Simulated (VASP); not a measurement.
# Bi: single point with PBE

The system is Bi.

```xyz
1
Lattice="0.0000 2.5082 2.5082 2.5082 0.0000 2.5082 2.5082 2.5082 0.0000" Properties=species:S:1:pos:R:3 pbc="T T T"
Bi    0.0000    0.0000    0.0000
```

| Item | Value |
| --- | --- |
| Program | VASP 6.6.1 |
| Task | single point |
| Functional | PBE |
| Potentials or basis | VASP PAW PBE potentials, release 64 (Bi_d) |
| Cutoff | 500 eV |
| k mesh | 6 × 6 × 6 |
| Occupations | gaussian, width 0.05 eV |
| Spin | no spin polarisation |

The pressure is 0.1 GPa.

Levels at points of the mesh, in eV from the Fermi level:
| k point | band 4 | band 5 | band 6 | band 7 | band 8 | band 9 | band 10 | band 11 |
| --- | --- | --- | --- | --- | --- | --- | --- | --- |
| (0.00, 0.00, 0.00) | -23.27 | -23.27 | -13.75 | 4.61 | 4.61 | 4.61 | 8.44 | 8.83 |
| (0.50, 0.00, 0.00) | -23.20 | -23.20 | -10.97 | -5.45 | 3.06 | 3.06 | 7.03 | 8.36 |
| (0.50, 0.50, 0.00) | -23.18 | -23.18 | -9.90 | -4.66 | 0.11 | 0.11 | 3.79 | 4.98 |

It took 9.6 s on 1 thread of Intel(R) Xeon(R) Platinum 8259CL CPU @ 2.50GHz (Skylake/Cascade Lake) (shared host), peak memory 0.15 GiB.

Caveat: the k points lie up to 0.36 Å⁻¹ apart; spin-orbit coupling is left out, which moves the levels of the heavy elements.
